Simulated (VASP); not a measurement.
# Zn (P6_3/mmc) in VASP: further runs

Runs on Zn. Level: PBE. Tasks: single point, relaxation of cell and atoms.

All numbers are computed with VASP 6.6.1; they aren't measurements. Logs are shortened: lines on timing, memory, paths and dates and some standing lists are left out, and cuts for length are marked.

## Step 1: The cell of the first run

It takes space group P6_3/mmc (No. 194, hexagonal). Conventional cell: a = 2.633 Å, b = 2.633 Å, c = 5.108 Å, α = 90.00°, β = 90.00°, γ = 120.00°. Within 3.5 Å of Zn (site symmetry -6m2) lie 12 Zn at 2.63 to 2.97 Å.

## Step 2: Single point, PBE

Input file INCAR:

```
SYSTEM = Zn
PREC     = Accurate       ! precision mode
ENCUT    = 520            ! plane-wave cutoff, eV
EDIFF    = 1E-7           ! SCF threshold, eV
ISMEAR   = 0              ! smearing method
SIGMA    = 0.1            ! smearing width, eV
LREAL    = .False.        ! projectors in reciprocal space
LASPH    = .True.         ! aspherical terms in the spheres
NELM     = 100            ! most SCF steps
ALGO     = Normal         ! electronic algorithm
ISIF     = 2              ! what is computed and relaxed
LWAVE    = .False.        ! write WAVECAR
LCHARG   = .True.         ! write CHGCAR
GGA      = PE             ! functional
LELF     = .True.         ! ELF
LVHAR    = .True.       
NBANDS   = 19             ! bands
```

Input file KPOINTS:

```
Automatic mesh
0
Gamma
  15 15 7
  0 0 0
```

Input file POSCAR:

```
Zn
1.0
    2.6333229228      0.0000000000      0.0000000000
   -1.3166614614      2.2805245476      0.0000000000
    0.0000000000      0.0000000000      5.1082449431
Zn
2
Direct
    0.3333333333      0.6666666667      0.2500000000
    0.6666666667      0.3333333333      0.7500000000
```

Potentials or basis: VASP PAW PBE potentials, release 64 (Zn).

The run is started by

```bash
> cat potpaw_PBE.64/Zn/POTCAR > POTCAR
> mpirun -np 1 vasp_std > vasp.out
```

OUTCAR:

```text
SYSTEM = Zn
   PREC = Accurate
   ENCUT = 520
   EDIFF = 1E-7
   ISMEAR = 0
   LREAL = .False.
   LASPH = .True.
   NELM = 100
   ISIF = 2
   GGA = PE

 ion  position               nearest neighbor table
   1  0.333  0.667  0.250-   2 2.97   2 2.97   2 2.97   2 2.97   2 2.97   2 2.97
   2  0.667  0.333  0.750-   1 2.97   1 2.97   1 2.97   1 2.97   1 2.97   1 2.97

  LATTYP: Found a hexagonal cell.
 ALAT       =     2.6333229228
 C/A-ratio  =     1.9398475207

  Lattice vectors:

 A1 = (   2.6333229228,   0.0000000000,   0.0000000000)
 A2 = (  -1.3166614614,   2.2805245476,   0.0000000000)
 A3 = (   0.0000000000,   0.0000000000,   5.1082449431)

Analysis of symmetry for initial positions (statically):
=====================================================================
 Subroutine PRICEL returns:
 Original cell was already a primitive cell.

 Routine SETGRP: Setting up the symmetry group for a
 hexagonal supercell.

 Subroutine GETGRP returns: Found 24 space group operations
 (whereof 12 operations were pure point group operations)
 out of a pool of 24 trial point group operations.

The static configuration has the point symmetry D_3d.
 The point group associated with its full space group is D_6h.

Analysis of symmetry for dynamics (positions and initial velocities):
=====================================================================
 Subroutine PRICEL returns:
 Original cell was already a primitive cell.

 Routine SETGRP: Setting up the symmetry group for a
 hexagonal supercell.

 Subroutine GETGRP returns: Found 24 space group operations
 (whereof 12 operations were pure point group operations)
 out of a pool of 24 trial point group operations.

The dynamic configuration has the point symmetry D_3d.
 The point group associated with its full space group is D_6h.

 Subroutine INISYM returns: Found 24 space group operations
 (whereof 12 operations are pure point group operations),
 and found     1 'primitive' translations

----------------------------------------------------------------------------------------

                                     Primitive cell

  volume of cell :      30.6768

  direct lattice vectors                    reciprocal lattice vectors
     2.633322923  0.000000000  0.000000000     0.379748337  0.219247804  0.000000000
    -1.316661461  2.280524548  0.000000000     0.000000000  0.438495609  0.000000000
     0.000000000  0.000000000  5.108244943     0.000000000  0.000000000  0.195761952

  length of vectors
     2.633322923  2.633322923  5.108244943     0.438495609  0.438495609  0.195761952

  position of ions in fractional coordinates (direct lattice)
     0.333333333  0.666666667  0.250000000
     0.666666667  0.333333333  0.750000000

  ion indices of the primitive-cell ions
   primitive index   ion index
                 1           1
                 2           2

----------------------------------------------------------------------------------------

 KPOINTS: Automatic mesh

Automatic generation of k-mesh.
 Grid dimensions read from file:
 generate k-points for:   15   15    7

 Generating k-lattice:

  Cartesian coordinates                     Fractional coordinates (reciprocal lattice)
     0.025316556  0.014616520  0.000000000     0.066666667 -0.000000000  0.000000000
     0.000000000  0.029233041  0.000000000     0.000000000  0.066666667  0.000000000
     0.000000000  0.000000000  0.027965993     0.000000000  0.000000000  0.142857143

  Length of vectors
     0.029233041  0.029233041  0.027965993

  Shift w.r.t. Gamma in fractional coordinates (k-lattice)
     0.000000000  0.000000000  0.000000000

 Subroutine IBZKPT returns following result:
 ===========================================

 Found    108 irreducible k-points:

 Following reciprocal coordinates:
            Coordinates               Weight
  0.000000  0.000000  0.000000      1.000000
  0.066667  0.000000  0.000000      6.000000
  0.133333  0.000000  0.000000      6.000000
  0.200000  0.000000  0.000000      6.000000
  0.266667  0.000000  0.000000      6.000000
  0.333333  0.000000  0.000000      6.000000
[... 16 lines left out ...]
  0.333333  0.200000  0.000000     12.000000
  0.400000  0.200000  0.000000      6.000000
 [... further k-points ...]
   k-points           NKPTS =    108   k-points in BZ     NKDIM =    108   number of bands    NBANDS=     19
   number of dos      NEDOS =    301   number of ions     NIONS =      2
   total plane-waves  NPLWV =  16000
   dimension x,y,z NGX =    20 NGY =   20 NGZ =   40
   dimension x,y,z NGXF=    40 NGYF=   40 NGZF=   80
   ions per type =               2
   NGX,Y,Z   is equivalent  to a cutoff of  12.63, 12.63, 13.02 a.u.
   NGXF,Y,Z  is equivalent  to a cutoff of  25.25, 25.25, 26.04 a.u.
 SYSTEM =  Zn
   PREC   = accura    normal or accurate (medium, high low for compatibility)
   ISTART =      0    job   : 0-new  1-cont  2-samecut
   ICHARG =      2    charge: 1-file 2-atom 10-const
   ISPIN  =      1    spin polarized calculation?
   LNONCOLLINEAR =      F non collinear calculations
   LSORBIT =      F    spin-orbit coupling
   LASPH  =      T    aspherical Exc in radial PAW
   ENCUT  =  520.0 eV  38.22 Ry    6.18 a.u.   4.90  4.90  9.50*2*pi/ulx,y,z
   NELM   =    100;   NELMIN=  2; NELMDL= -5     # of ELM steps
   EDIFF  = 0.1E-06   stopping-criterion for ELM
   LREAL  =      F    real-space projection
   EDIFFG = 0.1E-05   stopping-criterion for IOM
   NSW    =      0    number of steps for IOM
   IBRION =     -1    ionic relax: 0-MD 1-quasi-New 2-CG
   NFREE  =      0    steps in history (QN), initial steepest desc. (CG)
   ISIF   =      2    stress and relaxation
   ISYM   =      2    0-nonsym 1-usesym 2-fastsym
   POTIM  = 0.5000    time-step for ionic-motion
   TEBEG  =    0.0;   TEEND  =   0.0 temperature during run
   PSTRESS=    0.0 pullay stress
   NELECT =      24.0000    total number of electrons
   NUPDOWN=      -1.0000    fix difference up-down
   EMIN   =  10.00;   EMAX   =-10.00  energy-range for DOS
   EFERMI =   0.00;   METHOD = LEGACY
   ISMEAR =     0;   SIGMA  =   0.10  broadening in eV -4-tet -1-fermi 0-gaus
   EFERMI_NEDOS =   21; number of points for ismear=-14 and -15
   IALGO  =     38    algorithm
   IMIX   =      4    mixing-type and parameters
     AMIX     =   0.40;   BMIX     =  1.00
     AMIX_MAG =   1.60;   BMIX_MAG =  1.00
  volume/ion in A,a.u.               =      15.34       103.51
  Fermi-wavevector in a.u.,A,eV,Ry     =   1.508488  2.850628 30.960527  2.275535
  Thomas-Fermi vector in A             =   2.618935
   LORBIT       =      0    0 simple, 1 ext, 2 COOP (PROOUT), +10 PAW based schemes
   GGA     = PE    functional components
   LHFCALC =     F    Hartree Fock is set to
   AEXX    =    0.0000 exact exchange contribution
   IVDW    =     0    specifies the selected vdW correction
   LEPSILON=     F    determine dielectric tensor
   LRPA    =     F    only Hartree local field effects (RPA)
 non-spin polarized calculation
 Gauss-broadening in eV      SIGMA  =   0.10
  energy-cutoff  :      520.00
  volume of cell :       30.68
 maximum number of plane-waves:       849
 NGX is ok and might be reduce to    20

 number of electron      23.9999999 magnetization

 Free energy of the ion-electron system (eV)
  ---------------------------------------------------
  ext. energy  EPLUGINS =         0.00000000
  ---------------------------------------------------
  free energy    TOTEN  =        -2.22952815 eV

  energy without entropy =       -2.22883727  energy(sigma->0) =       -2.22918271

 E-fermi :   3.0424     XC(G=0): -11.4962

 val. band max:        2.9862158764   @ k =   0.2000   0.0667   0.1429
 cond. band min:       3.2132749857   @ k =   0.3333   0.2667   0.4286
 fundamental gap:      0.2270591093
 Fermi energy:         3.0423618743

 k-point     1 :       0.0000    0.0000    0.0000
  band No.  band energies     occupation
      1      -7.3028      2.00000
      2      -5.6310      2.00000
      3      -4.9174      2.00000
      4      -4.6463      2.00000
      5      -4.6463      2.00000
      6      -4.6070      2.00000
[... 11 lines left out ...]
     18      22.7837      0.00000
     19      22.8261      0.00000

 k-point     2 :       0.0667    0.0000    0.0000
  band No.  band energies     occupation
      1      -7.1671      2.00000
      2      -5.5673      2.00000
      3      -4.9007      2.00000
      4      -4.6621      2.00000
      5      -4.6227      2.00000
      6      -4.6137      2.00000
[... 11 lines left out ...]
     18      21.5961      0.00000
     19      23.7604      0.00000

 k-point     3 :       0.1333    0.0000    0.0000
  band No.  band energies     occupation
      1      -6.7679      2.00000
      2      -5.4017      2.00000
      3      -4.8622      2.00000
      4      -4.6980      2.00000
      5      -4.6472      2.00000
      6      -4.5206      2.00000
[... 11 lines left out ...]
     18      20.4673      0.00000
     19      21.4405      0.00000

 k-point     4 :       0.2000    0.0000    0.0000
  band No.  band energies     occupation
      1      -6.1492      2.00000
      2      -5.2288      2.00000
      3      -4.8214      2.00000
      4      -4.7258      2.00000
      5      -4.5963      2.00000
      6      -4.5833      2.00000
[... 407 lines left out ...]
     18      13.3992      0.00000
     19      15.0439      0.00000

 k-point    23 :       0.3333    0.2000    0.0000
  band No.  band energies     occupation
      1      -5.0797      2.00000
      2      -5.0089      2.00000
      3      -4.9744      2.00000
      4      -4.6611      2.00000
      5      -4.5354      2.00000
      6      -4.5053      2.00000
[... 11 lines left out ...]
     18      12.9837      0.00000
     19      14.6253      0.00000

 k-point    24 :       0.4000    0.2000    0.0000
  band No.  band energies     occupation
      1      -5.0996      2.00000
      2      -5.0190      2.00000
      3      -4.9885      2.00000
      4      -4.6530      2.00000
      5      -4.5726      2.00000
      6      -4.4630      2.00000
[... 11 lines left out ...]
     18      12.8435      0.00000
     19      14.4955      0.00000

 [... further k-points ...]

------------------------ aborting loop because EDIFF is reached ----------------------------------------

  FORCE on cell =-STRESS in cart. coord.  units (eV):
  Direction    XX          YY          ZZ          XY          YZ          ZX
  --------------------------------------------------------------------------------------
  -------------------------------------------------------------------------------------
  Total        0.0343141      0.0343141      0.0707737      0.0000000     -0.0000000      0.0000000
  in kB        1.7921444      1.7921444      3.6963378      0.0000000     -0.0000000      0.0000000
  external PRESSURE =       2.4268755 kB  Pullay stress =       0.0000000 kB

 VOLUME and BASIS-vectors are now :
 -----------------------------------------------------------------------------
  energy-cutoff  :      520.00
  volume of cell :       30.68
      direct lattice vectors                 reciprocal lattice vectors
     2.633322923  0.000000000  0.000000000     0.379748337  0.219247804  0.000000000
    -1.316661461  2.280524548  0.000000000     0.000000000  0.438495609  0.000000000
     0.000000000  0.000000000  5.108244943     0.000000000  0.000000000  0.195761952

 POSITION                                       TOTAL-FORCE (eV/Angst)
 -----------------------------------------------------------------------------------
     -0.00000      1.52035      1.27706         0.000000     -0.000000      0.000000
      1.31666      0.76017      3.83118        -0.000000      0.000000     -0.000000
 -----------------------------------------------------------------------------------
    total drift:                               -0.000000      0.000000      0.000000

  FREE ENERGIE OF THE ION-ELECTRON SYSTEM (eV)
  ---------------------------------------------------
  free  energy   TOTEN  =        -2.2295281517 eV

  energy  without entropy=       -2.2288372733  energy(sigma->0) =       -2.22918271
```

Wall time 33 s (1 thread of Intel Xeon 6975P-C, shared host); peak memory 0.18 GiB.

What came out:

```yaml
Free_energy: -2.2295 eV
Pressure: 0.2 GPa
Band_gap_on_the_k_mesh: zero (band 12 reaches 4.60 eV, above the bottom of band 13 at -0.49 eV)
```

## Step 3: Single point, PBE

Input file INCAR:

```
SYSTEM = Zn
PREC = Accurate
ENCUT = 520
EDIFF = 1E-6
ISMEAR = 0
SIGMA = 0.1
LREAL = .FALSE.
LASPH = .TRUE.
NELM = 80
ALGO = Normal
ISIF = 2
LWAVE = .FALSE.
LCHARG = .FALSE.
GGA = PE
NBANDS = 19
```

Input file KPOINTS:

```
regular mesh
0
G
  18 18 8
  0 0 0
```

POSCAR is that of step 2.

Potentials or basis: VASP PAW PBE potentials, release 64 (Zn).

The run is started by

```bash
> cat potpaw_PBE.64/Zn/POTCAR > POTCAR
> mpirun -np 1 vasp_std > vasp.out
```

It took 46 s on 1 thread of Intel Xeon 6975P-C, shared host; peak memory 0.21 GiB.

It converged, with:

| Property | Result |
| --- | --- |
| Free energy | -2.2206 eV |
| Pressure | 0.3 GPa |
| Band gap on the k mesh | zero (band 12 reaches 4.81 eV, above the bottom of band 13 at -0.49 eV) |

Stress tensor (GPa, compression positive):
```
0.41 0.00 0.00
0.00 0.41 0.00
0.00 0.00 0.19
```

Levels at points of the mesh, in eV from the Fermi level:
| k point | band 10 | band 11 | band 12 | band 13 | band 14 | band 15 |
| --- | --- | --- | --- | --- | --- | --- |
| (0.00, 0.00, 0.00) | -7.10 | -7.10 | -3.76 | -3.53 | 12.13 | 15.96 |
| (0.50, 0.00, 0.00) | -6.87 | -2.66 | -1.94 | 2.34 | 3.57 | 3.83 |
| (0.00, 0.00, 0.50) | -7.17 | -7.17 | -7.17 | 3.77 | 3.77 | 19.42 |
| (0.50, 0.00, 0.50) | -6.87 | -1.77 | -1.77 | 0.27 | 0.27 | 9.55 |

## Step 4: Relaxation of cell and atoms, PBE

This run uses another cell than the first one, of the same volume but with other edges.

Input file INCAR:

```
ALGO = Fast ; EDIFF = 1E-7
EDIFFG = -0.005 ; ENCUT = 600
GGA = PE ; IBRION = 2
ISIF = 3 ; ISMEAR = 0
LASPH = T ; LCHARG = F
LREAL = F ; LWAVE = F
NELM = 100 ; NSW = 100
PREC = Accurate ; SIGMA = 0.1
```

Input file KPOINTS:

```
k-points
0
Gamma
  18 18 8
```

Input file POSCAR:

```
Zn
1.0
    2.6700000000      0.0000000000      0.0000000000
   -1.3350000000      2.3122878281      0.0000000000
    0.0000000000      0.0000000000      4.9660000000
Zn
2
Direct
    0.3333333333      0.6666666667      0.2500000000
    0.6666666667      0.3333333333      0.7500000000
```

The run is started by

```bash
> cat potpaw_PBE.64/Zn/POTCAR > POTCAR
> mpirun -np 1 vasp_std > vasp.out
```

It took 9 min on 1 thread of Intel Xeon 6975P-C, shared host; peak memory 0.25 GiB.

It converged, with:

- Free energy: -2.2201 eV
- Relaxed volume: 15.38 Å³/atom
- Relaxed cell: a = 2.637 Å, b = 2.637 Å, c = 5.108 Å, α = 90.00°, β = 90.00°, γ = 120.00°
- Space group after relaxing (to 0.05 Å): P6_3/mmc (No. 194)
- Energy gained by relaxing: 2.4 meV/atom
- Ionic steps: 18
- Pressure after relaxing: 0.0 GPa
- Band gap on the k mesh: zero (band 12 reaches 4.79 eV, above the bottom of band 13 at -0.49 eV)

The path:
```csv
step,energy change (eV),largest force (eV/Å),pressure (GPa),volume (Å³)
1,0.0000,0.0000,-0.66,30.66
2,-0.0011,0.0000,0.13,30.38
3,-0.0011,0.0000,0.59,30.23
4,-0.0011,0.0000,0.43,30.31
5,-0.0022,0.0000,0.49,30.33
6,-0.0039,0.0000,0.86,30.38
7,-0.0047,0.0000,0.35,30.64
8,-0.0048,0.0000,0.01,30.80
9,-0.0048,0.0000,0.09,30.75
10,-0.0048,0.0000,0.10,30.73
11,-0.0048,0.0000,0.13,30.72
12,-0.0048,0.0000,0.11,30.73
13,-0.0048,0.0000,0.04,30.74
14,-0.0048,0.0000,0.04,30.73
15,-0.0048,0.0000,0.06,30.73
16,-0.0048,0.0000,0.07,30.73
17,-0.0048,0.0000,0.07,30.73
18,-0.0048,0.0000,0.03,30.76
```

Final structure:
```yaml
crystal:
  lattice:
    - [2.63688, 0.00000, 0.00000]
    - [-1.31844, 2.28360, 0.00000]
    - [0.00000, 0.00000, 5.10762]
  atoms:
    - { symbol: Zn, position: [0.33333, 0.66667, 0.25000] }
    - { symbol: Zn, position: [0.66667, 0.33333, 0.75000] }
```

Levels at points of the mesh, in eV from the Fermi level:
```tsv
k point	band 10	band 11	band 12	band 13	band 14	band 15
(0.00, 0.00, 0.00)	-7.10	-7.10	-3.75	-3.52	12.14	15.97
(0.50, 0.00, 0.00)	-6.87	-2.67	-1.96	2.34	3.56	3.81
(0.00, 0.00, 0.50)	-7.17	-7.17	-7.17	3.78	3.78	19.35
(0.50, 0.00, 0.50)	-6.88	-1.77	-1.77	0.25	0.25	9.54
```

## Step 5: Single point, PBE

This run uses another cell than the first one, of 15.30 Å³/atom, 0.998 times its volume.

Input file INCAR:

```
PREC = Accurate
ENCUT = 520
EDIFF = 1E-6
ISMEAR = -1
SIGMA = 0.15
LREAL = F
LASPH = T
NELM = 80
ALGO = Fast
ISIF = 2
LWAVE = F
LCHARG = T
GGA = PE
LELF = T
LVHAR = T
NBANDS = 19
```

Input file KPOINTS:

```
Automatic mesh
0
Gamma
  18 18 8
```

Input file POSCAR:

```
Zn
1.0
    2.6407275012      0.0000000000      0.0000000000
   -1.3203637506      2.2869371005      0.0000000000
    0.0000000000      0.0000000000      5.0672508422
Zn
2
Direct
    0.3333333333      0.6666666667      0.2500000000
    0.6666666667      0.3333333333      0.7500000000
```

The run is started by

```bash
> cat potpaw_PBE.64/Zn/POTCAR > POTCAR
> mpirun -np 1 vasp_std > vasp.out
```

Run time: 70 s. Hardware: 1 thread of Intel Xeon 6975P-C (Granite Rapids), shared host; peak memory 0.2 GiB.

The run converged. Its results:

```yaml
Free_energy: -2.2335 eV
Pressure: 0.7 GPa
Band_gap_on_the_k_mesh: zero (band 12 reaches 4.81 eV, above the bottom of band 13 at -0.35 eV)
```

Stress tensor (GPa, compression positive):
```
0.80 0.00 0.00
0.00 0.80 0.00
0.00 0.00 0.54
```

Levels at points of the mesh, in eV from the Fermi level:
| k point | band 9 | band 10 | band 11 | band 12 | band 13 | band 14 | band 15 | band 16 |
| --- | --- | --- | --- | --- | --- | --- | --- | --- |
| (0.00, 0.00, 0.00) | -7.29 | -7.12 | -7.12 | -3.76 | -3.43 | 12.47 | 16.26 | 18.02 |
| (0.50, 0.00, 0.00) | -6.91 | -6.89 | -2.73 | -2.02 | 2.39 | 3.54 | 3.87 | 5.64 |
| (0.00, 0.00, 0.50) | -7.19 | -7.19 | -7.19 | -7.19 | 3.95 | 3.95 | 19.23 | 19.23 |
| (0.50, 0.00, 0.50) | -6.90 | -6.90 | -1.81 | -1.81 | 0.21 | 0.21 | 9.67 | 9.67 |

## Step 6: Summary

| task | cell | k mesh | cutoff (eV) | smearing | gap on the mesh (eV) | pressure (GPa) |
| --- | --- | --- | --- | --- | --- | --- |
| single point | a = 2.633, b = 2.633, c = 5.108 Å, angles 90.0, 90.0, 120.0°, 2 atoms | 15 × 15 × 7 | 520 | gaussian 0.1 eV | none | 0.2 |
| single point | a = 2.633, b = 2.633, c = 5.108 Å, angles 90.0, 90.0, 120.0°, 2 atoms | 18 × 18 × 8 | 520 | gaussian 0.1 eV | none | 0.3 |
| relaxation of cell and atoms | relaxed from a = 2.670, b = 2.670, c = 4.966 Å, angles 90.0, 90.0, 120.0°, 2 atoms | 18 × 18 × 8 | 600 | gaussian 0.1 eV | none | 0.0 |
| single point | a = 2.641, b = 2.641, c = 5.067 Å, angles 90.0, 90.0, 120.0°, 2 atoms | 18 × 18 × 8 | 520 | fermi-dirac 0.15 eV | none | 0.7 |

Alike in all rows: level PBE; potentials or basis VASP PAW PBE potentials, release 64 (Zn); no spin polarisation.

Absolute energies hang on the potentials; compare differences alone.
